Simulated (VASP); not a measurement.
A run of VASP 6.6.1 is set up as follows.

INCAR

```
  PREC = Accurate
  ENCUT = 520
  EDIFF = 1E-6
  ISMEAR = 1
  SIGMA = 0.02
  LREAL = False
  LASPH = True
  NELM = 60
  ALGO = Normal
  ISIF = 2
  LWAVE = False
  LCHARG = True
  GGA = PS
  LELF = True
  LVHAR = True
  NBANDS = 9
```

Contents of KPOINTS:

```
Automatic mesh
0
Gamma
  9 9 5
```

The input POSCAR:

```
Mg
1.0
    3.1700206472      0.0000000000      0.0000000000
   -1.5850103236      2.7453184110      0.0000000000
    0.0000000000      0.0000000000      5.1658249990
Mg
2
Direct
    0.3333333333      0.6666666667      0.2500000000
    0.6666666667      0.3333333333      0.7500000000
```

Potentials or basis: VASP PAW PBE potentials, release 64 (Mg).

Launch:

```bash
$ cat potpaw_PBE.64/Mg/POTCAR > POTCAR
$ mpirun -np 1 vasp_std > vasp.out
```

Task: Predict the band gap on the k mesh.

Result: Zero (bands 2 and 3 overlap by 2.24 eV).

Task: Estimate the pressure.

Result: 0.0 GPa.

Caveat: the PAW data sets were made with another functional, which shifts forces and pressure a little.
